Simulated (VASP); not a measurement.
The system is Al15GaAs15P.

```
Al Ga As P
1.0
    11.31992    0.00000    0.00000
     0.00000   11.31992    0.00000
     0.00000    0.00000   11.31992
Al Ga As P
30 2 30 2
Cartesian
  11.3086 11.3090 0.0031
  0.0027 0.0132 5.6463
  0.0022 5.6856 0.0356
  11.3184 5.7146 5.6623
  5.6355 0.0055 11.3070
  5.6867 0.0181 5.6883
  5.6826 5.6429 5.6284
  2.8338 2.8208 0.0290
  2.8462 2.7872 5.6744
  2.8635 8.4398 11.2800
  2.7957 8.4812 5.6996
  8.4697 2.8677 0.0291
  8.5240 2.7986 5.6752
  8.4696 8.4983 11.3020
  8.4473 8.4760 5.6649
  2.8360 0.0173 2.8124
  2.8535 0.0046 8.5179
  2.8567 5.6367 2.8331
  8.4909 11.2590 2.8094
  8.4915 11.3076 8.5278
  8.4445 5.6568 2.8477
  8.4908 5.6622 8.4875
  0.0234 2.8522 2.8251
  11.3102 2.8152 8.5112
  0.0096 8.4340 2.8107
  0.0513 8.4840 8.4684
  5.6286 2.8517 2.8042
  5.6134 2.8114 8.5024
  5.6520 8.5008 2.8249
  5.6495 8.4866 8.4892
  5.6623 5.6320 11.3127
  2.8748 5.6384 8.4634
  1.4326 1.4222 1.4113
  1.4174 1.3975 7.0776
  1.4016 7.0356 1.4212
  1.4161 7.0708 7.0522
  7.0969 1.4469 1.4186
  7.0588 1.4606 7.1084
  7.0905 7.1058 1.4386
  4.2415 4.2402 1.4189
  4.2492 4.2428 7.0919
  4.2812 9.8554 1.4238
  4.2341 9.9173 7.0854
  9.9111 4.2262 1.3857
  9.9210 9.9262 1.4317
  9.8878 9.9282 7.1044
  4.2406 1.4029 4.2419
  4.2832 1.4120 9.9051
  4.2713 7.0405 4.2192
  4.2310 7.1075 9.9132
  9.8981 1.4231 4.2320
  9.9321 1.4143 9.9289
  9.9040 7.0932 4.2501
  9.8799 7.0531 9.9314
  1.3767 4.2250 4.2505
  1.4156 4.2211 9.9298
  1.3880 9.9040 4.2118
  1.4147 9.9371 9.9122
  7.0847 4.2828 4.2437
  7.1209 4.2291 9.9221
  7.0928 9.8905 4.2796
  7.0762 9.9251 9.8736
  7.0755 7.0621 7.0732
  9.9270 4.2325 7.0751
```

* Program: VASP 6.6.1
* Task: relaxation of volume and atoms at fixed shape
* Functional: PBEsol
* Potentials or basis: VASP PAW PBE potentials, release 64 (Al, Ga_d, As, P)
* Cutoff: 500 eV
* k mesh: 1 × 1 × 1, shifted
* Occupations: fermi-dirac, width 0.05 eV
* Spin: no spin polarisation

At the start: pressure 0.4 GPa; volume 22.66 Å³/atom.

Problem. Where does the relaxation end?

Solution. Over 10 steps the energy falls by 12.0 meV/atom and the volume is 22.75 Å³/atom (+0.4 %); space group P1 (No. 1, to 0.1 Å) before and after.

Step by step:
```tsv
step	energy change (eV)	largest force (eV/Å)	pressure (GPa)	volume (Å³)
1	0.0000	1.1532	0.44	1450.54
2	-0.6433	0.4388	-0.35	1463.58
3	-0.6616	0.3273	-0.48	1466.25
4	-0.7211	0.1543	0.20	1452.31
5	-0.7218	0.1517	0.29	1450.60
6	-0.7484	0.0947	0.07	1454.89
7	-0.7522	0.0980	-0.05	1457.29
8	-0.7606	0.0500	-0.03	1456.86
9	-0.7626	0.0511	-0.01	1456.54
10	-0.7648	0.0256	0.02	1456.02
```

Final structure:
```xyz
64
Lattice="11.3342 0.0000 0.0000 0.0000 11.3342 0.0000 0.0000 0.0000 11.3342" Properties=species:S:1:pos:R:3 pbc="T T T"
Al    0.0043    0.0032    0.0021
Al   11.3255   11.3255    5.6617
Al   11.3288    5.6674   11.3213
Al   11.2953    5.6313    5.7079
Al    5.6695   11.3249    0.0018
Al    5.6800    0.0123    5.6795
Al    5.7100    5.6975    5.7036
Al    2.8300    2.8346   11.3314
Al    2.8307    2.8230    5.6721
Al    2.8426    8.4853   11.3281
Al    2.8288    8.4950    5.6665
Al    8.4993    2.8406    0.0038
Al    8.5479    2.8704    5.7064
Al    8.4973    8.4959   11.3159
Al    8.4630    8.4613    5.7176
Al    2.8394   11.3242    2.8319
Al    2.8371   11.3310    8.5077
Al    2.8388    5.6533    2.8520
Al    8.5002   11.3210    2.8476
Al    8.5075    0.0052    8.5101
Al    8.4970    5.6669    2.8408
Al    8.5057    5.6631    8.4281
Al    0.0017    2.8329    2.8380
Al   11.2960    2.8740    8.4642
Al   11.3295    8.4814    2.8406
Al    0.0046    8.4973    8.5005
Al    5.6723    2.8368    2.8462
Al    5.6663    2.8428    8.5103
Al    5.6665    8.4981    2.8442
Al    5.7072    8.4528    8.4559
Ga    5.6823    5.6725   11.3284
Ga    2.8424    5.6603    8.5014
As    1.4230    1.4169    1.4254
As    1.4003    1.4171    7.0916
As    1.4246    7.0695    1.4196
As    1.4117    7.0678    7.0846
As    7.0874    1.4120    1.4257
As    7.1044    1.4403    7.0943
As    7.0888    7.0925    1.4216
As    4.2595    4.2518    1.4124
As    4.2607    4.2551    7.0766
As    4.2544    9.9058    1.4165
As    4.2626    9.9060    7.0851
As    9.9212    4.2555    1.4221
As    9.9185    9.9083    1.4164
As    9.9088    9.9077    7.0882
As    4.2527    1.4107    4.2530
As    4.2554    1.4169    9.9255
As    4.2645    7.0768    4.2684
As    4.2697    7.0774    9.9016
As    9.9141    1.4253    4.2592
As    9.9259    1.4355    9.9174
As    9.9042    7.0771    4.2824
As    9.9052    7.0707    9.8908
As    1.4041    4.2471    4.2732
As    1.4083    4.2466    9.9026
As    1.4141    9.9116    4.2458
As    1.4218    9.9109    9.9250
As    7.0983    4.2531    4.2781
As    7.1029    4.2674    9.8990
As    7.0864    9.9039    4.2759
As    7.0760    9.9069    9.9001
P     7.0987    7.0636    7.0899
P     9.9116    4.2606    7.0902
```

Caveat: the PAW data sets were made with another functional, which shifts forces and pressure a little.
